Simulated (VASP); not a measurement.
Set up this calculation in VASP 6.6.1, as the native input.

```yaml
Task: single point
Functional: PBEsol
Potentials_or_basis: VASP PAW PBE potentials, release 64 (Sc_sv)
Cutoff: 520 eV
k_mesh: 15 × 15 × 10
Occupations: gaussian, width 0.15 eV
Spin: no spin polarisation
Dipole_correction: no
Further_INCAR_settings: ALGO = Normal; EDIFF = 1e-06; NBANDS = 18
```

The structure of Sc lies in POSCAR:

```
Sc
1.0
    3.1131000000      0.0000000000      0.0000000000
   -1.5565500000      2.6960236845      0.0000000000
    0.0000000000      0.0000000000      4.8791000000
Sc
2
Direct
    0.3333333333      0.6666666667      0.2500000000
    0.6666666667      0.3333333333      0.7500000000
```

These files were run (other wordings do the same):

INCAR

```
SYSTEM = Sc
  PREC = Accurate
  ENCUT = 520
  EDIFF = 1E-6
  ISMEAR = 0
  SIGMA = 0.15
  LREAL = .FALSE.
  LASPH = .TRUE.
  NELM = 80
  ALGO = Normal
  ISIF = 2
  LWAVE = .FALSE.
  LCHARG = .FALSE.
  GGA = PS
  NBANDS = 18
```

KPOINTS

```
regular mesh
0
G
  15 15 10
  0 0 0
```

Potentials or basis: VASP PAW PBE potentials, release 64 (Sc_sv).

Command:

```sh
$ cat potpaw_PBE.64/Sc_sv/POTCAR > POTCAR
$ mpirun -np 1 vasp_std > vasp.out
```

It gave:

```
Pressure               : 10.5 GPa
Band gap on the k mesh : zero (bands 11 and 12 overlap by 1.73 eV)
```

Caveat: the cell stands under pressure; the PAW data sets were made with another functional, which shifts forces and pressure a little.

Wall time 110 s on 1 thread of Intel Xeon 8259CL (shared host), peak memory 0.23 GiB.
